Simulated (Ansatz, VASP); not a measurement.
Two plane-wave programs on P

```
P
1.0
     3.01000    0.00000    0.00000
    -1.50500    2.60674    0.00000
     0.00000    0.00000   28.00000
P
2
Cartesian
  0.0000 1.7378 14.5335
  1.5050 0.8689 13.4665
```

Alike in both runs: task single point; functional PBE; dispersion D3(BJ); k mesh 9 × 9 × 1; occupations gaussian, width 0.02 eV; no spin polarisation.

|  | VASP | Ansatz |
| --- | --- | --- |
| version | VASP 6.6.1 | Ansatz 0.2.0 |
| potentials or method | VASP PAW PBE potentials, release 64 (P), cutoff 520 eV | scalar-relativistic, plane waves, PAW |
| valence electrons in the cell | 10 | 10 |

|  | VASP | Ansatz | Ansatz less VASP |
| --- | --- | --- | --- |
| gap on the k mesh at the Fermi level (eV) | 1.33 | 1.25 | -0.081 |
| least direct gap on the mesh (eV) | 1.81 | 1.73 | -0.079 |
| rms of the force components (eV/Å) | 3.061 | 3.159 | +0.0982 |

Atom by atom the forces differ by 0.098 eV/Å (rms over components).
